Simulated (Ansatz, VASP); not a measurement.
One calculation of B, two programs

Contents of INCAR:

```
SYSTEM = B
PREC     = Accurate       ! precision mode
ENCUT    = 520            ! plane-wave cutoff, eV
EDIFF    = 1E-7           ! SCF threshold, eV
ISMEAR   = -1             ! smearing method
SIGMA    = 0.08           ! smearing width, eV
LREAL    = .FALSE.        ! projectors in reciprocal space
LASPH    = .TRUE.         ! aspherical terms in the spheres
NELM     = 80             ! most SCF steps
ALGO     = Normal         ! electronic algorithm
ISIF     = 2              ! what is computed and relaxed
LWAVE    = .FALSE.        ! write WAVECAR
LCHARG   = .FALSE.        ! write CHGCAR
GGA      = PS             ! functional
NBANDS   = 8              ! bands
```

File KPOINTS:

```
regular mesh
0
G
  25 25 25
  0 0 0
```

Contents of POSCAR:

```
B
1.0
   -1.1486486980      1.1486486980      1.1486486980
    1.1486486980     -1.1486486980      1.1486486980
    1.1486486980      1.1486486980     -1.1486486980
B
1
Direct
    0.0000000000      0.0000000000      0.0000000000
```

Input for Ansatz:

```yaml
crystal:
  lattice:
    - [-1.148648698, 1.148648698, 1.148648698]
    - [1.148648698, -1.148648698, 1.148648698]
    - [1.148648698, 1.148648698, -1.148648698]
  atoms:
    - { symbol: B, position: [0.0, 0.0, 0.0] }
kpoints:
  mp_grid: { grid: [25, 25, 25] }
  band_path:
    path:
      - [0.0, 0.0, 0.0]
      - [0.5, -0.5, 0.5]
      - [0.0, 0.0, 0.5]
      - [0.0, 0.0, 0.0]
      - [0.25, 0.25, 0.25]
      - [0.5, -0.5, 0.5]
      - [0.25, 0.25, 0.25]
      - [0.0, 0.0, 0.5]
    npoints: 8
scf:
  occupations: { method: fermi_dirac, width: 0.08 }
hamiltonian:
  xc: pbesol
  pseudopotentials: { kind: paw }
output:
  forces: true
  stress: true
  eigenvalues: true
  populations: true
  dos: { projected: true, de: 0.2, e_range: [-14, 8] }
```

Change from the starting cell: volume scaled by 1, PAW files.

Alike in both runs: task single point; functional PBEsol; k mesh 25 × 25 × 25; occupations fermi-dirac, width 0.08 eV; no spin polarisation.

|  | VASP | Ansatz |
| --- | --- | --- |
| version | VASP 6.6.1 | Ansatz 0.2.0 |
| potentials or method | VASP PAW PBE potentials, release 64 (B) | PAW with Ansatz's default frozen-core files, scalar-relativistic |
| plane-wave cutoff (eV) | 520 | 420 |
| valence electrons in the cell | 3 | 3 |

|  | VASP | Ansatz | Ansatz less VASP |
| --- | --- | --- | --- |
| pressure (GPa) | 0.2 | 0.0 | -0.22 |

VASP's potentials were made for PBE, not for PBEsol. With one functional, cell and mesh, what is left measures potentials, basis and numerics.
